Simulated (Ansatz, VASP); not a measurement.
Two plane-wave programs on I

```
CELL_PARAMETERS angstrom
4.26605 0.00000 0.00000
-2.13302 3.69451 0.00000
0.00000 0.00000 2.97212
ATOMIC_POSITIONS crystal
I 0.00000 0.00000 0.00000
```

Alike in both runs: functional PBE; k mesh 12 × 12 × 14; occupations gaussian, width 0.1 eV; no spin polarisation.

Ansatz relaxed the structure, and its values are those at the end. VASP's run is a single point on that final structure, the one shown.

```csv
,VASP,Ansatz
version,VASP 6.6.1,Ansatz 0.2.0
potentials or method,"VASP PAW PBE potentials, release 64 (I), cutoff 520 eV","scalar-relativistic, plane waves, PAW"
valence electrons in the cell,7,17
```

|  | VASP | Ansatz | Ansatz less VASP |
| --- | --- | --- | --- |
| gap on the k mesh at the Fermi level (eV) | none | none | - |
| pressure (GPa) | 0.0 | 0.0 | +0.04 |

A gap of «none» marks a metal or a gap that the smearing closes. VASP's potentials hold 7 valence electrons a cell and Ansatz's 17, so a difference there can come from the potentials and not from the codes.

Neither program's run includes spin-orbit coupling.
